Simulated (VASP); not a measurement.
A run of VASP 6.6.1:

Contents of INCAR:

```
SYSTEM = TePb
PREC = Accurate ; ENCUT = 520
EDIFF = 1E-6 ; ISMEAR = -1
SIGMA = 0.05 ; LREAL = .FALSE.
LASPH = .TRUE. ; NELM = 100
ALGO = Normal ; ISIF = 2
LWAVE = .FALSE. ; LCHARG = .TRUE.
GGA = RE ; IVDW = 13
LELF = .TRUE. ; LVHAR = .TRUE.
NBANDS = 17
```

Contents of KPOINTS:

```
regular mesh
0
G
  7 7 7
  0 0 0
```

File POSCAR:

```
TePb
1.0
    4.0182025116      0.0000000000      0.0000000000
    0.0000000000      4.0182025116      0.0000000000
    0.0000000000      0.0000000000      4.0182025116
Pb Te
1 1
Direct
    0.0000000000      0.0000000000      0.0000000000
    0.5000000000      0.5000000000      0.5000000000
```

Potentials or basis: VASP PAW PBE potentials, release 64 (Pb_d, Te).

Launch:

```console
$ cat potpaw_PBE.64/Pb_d/POTCAR potpaw_PBE.64/Te/POTCAR > POTCAR
$ mpirun -np 1 vasp_std > vasp.out
```

Hardware: 1 thread of Intel(R) Xeon(R) 6975P-C (Granite Rapids) (shared host).

**Question.** How long does it take, and how much memory?

**Answer.** It took 12 s on 1 thread of Intel(R) Xeon(R) 6975P-C (Granite Rapids), with other jobs on the host, peak memory 0.17 GiB. Counts: scf iterations 15, k points 20.
